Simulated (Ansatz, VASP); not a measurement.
# One calculation of Y, two programs

The input INCAR:

```
SYSTEM = Y
  PREC = Accurate
  ENCUT = 520
  EDIFF = 1E-6
  ISMEAR = -1
  SIGMA = 0.1
  LREAL = .FALSE.
  LASPH = .TRUE.
  NELM = 150
  ALGO = Normal
  ISIF = 2
  LWAVE = .FALSE.
  LCHARG = .FALSE.
  MAGMOM = 0 0 0
  LORBIT = 11
  LSORBIT = .TRUE.
  GGA_COMPAT = .FALSE.
  LORBMOM = .TRUE.
  LMAXMIX = 4
  GGA = PE
  NBANDS = 22
```

The input KPOINTS:

```
regular mesh
0
G
  11 11 11
  0 0 0
```

POSCAR

```
Y
1.0
   -2.0227532140      2.0227532140      2.0227532140
    2.0227532140     -2.0227532140      2.0227532140
    2.0227532140      2.0227532140     -2.0227532140
Y
1
Direct
    0.0000000000      0.0000000000      0.0000000000
```

Input for Ansatz:

```yaml
crystal:
  lattice:
    - [-2.022753214, 2.022753214, 2.022753214]
    - [2.022753214, -2.022753214, 2.022753214]
    - [2.022753214, 2.022753214, -2.022753214]
  atoms:
    - { symbol: "Y", position: [0.0, 0.0, 0.0] }
hamiltonian:
  xc: pbe
  pseudopotentials:
    kind: paw_fr
    azcp:
      "Y": "pseudopotentials/Y.paw.azcp"
basis:
  ecutwfc: 420
  fft_grid_basis: typed
kpoints:
  mp_grid: { grid: [11, 11, 11], shift: [0, 0, 0] }
magnetization:
  noncollinear: true
  spin_orbit: true
scf:
  occupations: { method: fermi_dirac, width: 0.1 }
```

Alike in both runs: task single point; functional PBE; k mesh 11 × 11 × 11; occupations fermi-dirac, width 0.1 eV; non-collinear spin, spin-orbit coupling.

|  | VASP | Ansatz |
| --- | --- | --- |
| version | VASP 6.6.1 | Ansatz 0.2.0 |
| potentials or method | VASP PAW PBE potentials, release 64 (Y_sv), cutoff 520 eV | plane waves (420 eV) with PAW, fully relativistic with spin-orbit coupling |
| valence electrons in the cell | 11 | 11 |

|  | VASP | Ansatz | Ansatz less VASP |
| --- | --- | --- | --- |
| net moment per atom (μB) | 0.00 | 0.00 | 0.000 |
